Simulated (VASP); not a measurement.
**KI: single point with HSE06**

Crystal: KI.

```
K I
1.0
     0.00000    3.96589    3.96589
     3.96589    0.00000    3.96589
     3.96589    3.96589    0.00000
K I
1 1
Direct
  0.00000 0.00000 0.00000
  0.25000 0.25000 0.25000
```

```yaml
Program: VASP 6.6.1
Task: single point
Functional: HSE06
Potentials_or_basis: VASP PAW PBE potentials, release 64 (K_sv, I)
Cutoff: 520 eV
k_mesh: 4 × 4 × 4
Occupations: gaussian, width 0.01 eV
Spin: no spin polarisation
Dipole_correction: no
Grid_for_exact_exchange_PRECFOCK: Normal
Further_INCAR_settings: ALGO = Normal; EDIFF = 1e-06; NBANDS = 15
Share_of_exact_exchange: 0.25
Screening_parameter: 0.2079 1/Å
```

```
Pressure               : 0.1 GPa
Band gap on the k mesh : 4.88 eV
```

Levels at points of the mesh, in eV from the valence-band top:
```tsv
k point	band 4	band 5	band 6	band 7	band 8	band 9	band 10	band 11	band 12	band 13
(0.00, 0.00, 0.00)	-12.92	-10.87	0.00	0.00	0.00	4.88	8.78	8.78	9.25	9.25
(0.50, 0.00, 0.00)	-12.92	-10.76	-0.48	-0.01	-0.01	6.66	7.50	8.22	8.22	9.80
(0.50, 0.50, 0.00)	-12.92	-10.72	-0.50	-0.07	-0.07	6.23	7.29	9.04	9.64	9.64
```

It took 6.1 min on 1 thread of Intel(R) Xeon(R) 6975P-C (Granite Rapids), with other jobs on the host, peak memory 0.39 GiB.

Caveat: the PAW data sets were made with another functional, which shifts forces and pressure a little; spin-orbit coupling is left out, which moves the levels of the heavy elements.
